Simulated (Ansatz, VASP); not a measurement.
**One calculation of Ru5C, two programs**

File INCAR:

```
PREC = Accurate
ENCUT = 520
EDIFF = 1E-7
ISMEAR = 0
SIGMA = 0.1
LREAL = F
LASPH = T
NELM = 150
ALGO = Normal
ISIF = 2
LWAVE = F
LCHARG = F
ISPIN = 2
MAGMOM = 0 0 0 0 0 2
LORBIT = 11
LMAXMIX = 4
LDIPOL = T
IDIPOL = 3
DIPOL = 0.5 0.5 0.373
GGA = CA
NBANDS = 50
KPAR = 4
```

KPOINTS

```
regular mesh
0
Gamma
  12 12 1
```

File POSCAR:

```
Ru5C
1.0
    2.6740588505      0.0000000000      0.0000000000
   -1.3370294253      2.3158028958      0.0000000000
    0.0000000000      0.0000000000     25.3999246690
Ru C
5 1
Direct
    0.6666666667      0.3333333333      0.1574807820
    0.3333333333      0.6666666667      0.2406849853
    0.6666666667      0.3333333333      0.3240221034
    0.3333333333      0.6666666667      0.4078536871
    0.6666666667      0.3333333333      0.4881874585
    1.1666666667      0.3333333333      0.6169279977
```

Input for Ansatz:

```yaml
crystal:
  lattice:
    - [2.6740588505, 0.0, 0.0]
    - [-1.3370294253, 2.3158028958, 0.0]
    - [0.0, 0.0, 25.399924669]
  atoms:
    - { symbol: Ru, position: [0.6666666667, 0.3333333333, 0.157480782] }
    - { symbol: Ru, position: [0.3333333333, 0.6666666667, 0.2406849853] }
    - { symbol: Ru, position: [0.6666666667, 0.3333333333, 0.3240221034] }
    - { symbol: Ru, position: [0.3333333333, 0.6666666667, 0.4078536871] }
    - { symbol: Ru, position: [0.6666666667, 0.3333333333, 0.4881874585] }
    - { symbol: C, position: [1.1666666667, 0.3333333333, 0.6169279977], spin: 2.0 }
basis:
  ecutwfc: 420
kpoints:
  mp_grid: { grid: [12, 12, 1] }
hamiltonian:
  xc: lda
  pseudopotentials: { kind: paw, azcp: { folder: soft_1 } }
scf:
  occupations: { method: gaussian, width: 0.1 }
output:
  forces: true
  eigenvalues: true
  populations: true
magnetization:
  spin_polarized: true
efield:
  axis: 3
  dipole_correction: true
  ramp_width: 0.04
```

Alike in both runs: task single point; functional LDA; k mesh 12 × 12 × 1; occupations gaussian, width 0.1 eV; collinear spin.

|  | VASP | Ansatz |
| --- | --- | --- |
| version | VASP 6.6.1 | Ansatz 0.2.0 |
| potentials or method | VASP PAW LDA potentials, release 64 (Ru_pv, C), cutoff 520 eV | scalar-relativistic, plane waves, PAW |
| valence electrons in the cell | 74 | 84 |

|  | VASP | Ansatz | Ansatz less VASP |
| --- | --- | --- | --- |
| gap on the k mesh at the Fermi level (eV) | none | none | - |
| rms of the force components (eV/Å) | 0.356 | 0.357 | +0.0012 |
| net moment per atom (μB) | 0.03 | 0.04 | +0.005 |
| size of the moment on the site where the two differ most (μB) | 0.09 | 0.17 | +0.074 |

Ansatz warns that its potentials were made for another functional, while VASP's fit it. LDA's correlation is that of Perdew and Zunger in VASP and of Perdew and Wang (1992) in Ansatz. Site moments also hang on the region over which each program counts them. Atom by atom the forces differ by 0.019 eV/Å (rms over components). A gap of «none» marks a metal or a gap that the smearing closes. VASP's potentials hold 74 valence electrons a cell and Ansatz's 84, so a difference there can come from the potentials and not from the codes.
